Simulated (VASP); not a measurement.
# CdS: single point with r2SCAN

Crystal: CdS.

```
Cd S
1.0
     0.00000    2.81666    2.81666
     2.81666    0.00000    2.81666
     2.81666    2.81666    0.00000
Cd S
1 1
Direct
  0.00000 0.00000 0.00000
  0.25000 0.25000 0.25000
```

```json
{
 "Program": "VASP 6.6.1",
 "Task": "single point",
 "Functional": "r2SCAN",
 "Potentials or basis": "VASP PAW PBE potentials, release 64 (Cd, S)",
 "Cutoff": "520 eV",
 "k mesh": "8 × 8 × 8",
 "Occupations": "gaussian, width 0.02 eV",
 "Spin": "no spin polarisation"
}
```

* Pressure: 10.8 GPa
* Band gap on the k mesh: 1.83 eV

Levels at points of the mesh, in eV from the valence-band top:
```
           k point  band 6  band 7  band 8  band 9  band 10  band 11  band 12  band 13
(0.00, 0.00, 0.00)   -7.75    0.00    0.00    0.00     1.83     7.01     7.01     7.01
(0.50, 0.00, 0.00)   -7.26   -5.19   -0.94   -0.94     3.62     7.44     7.44     8.22
(0.50, 0.50, 0.00)   -7.19   -4.49   -2.34   -2.34     3.65     4.82    10.35    12.21
```

Run time: 48 s on 1 thread of AMD EPYC 9R45 96-Core Processor (Zen 5), on a shared host, peak memory 0.15 GiB.

Caveat: the cell stands under pressure; the PAW data sets were made with another functional, which shifts forces and pressure a little. r2SCAN opens gaps a little over a GGA but as a rule still falls short of measured ones.
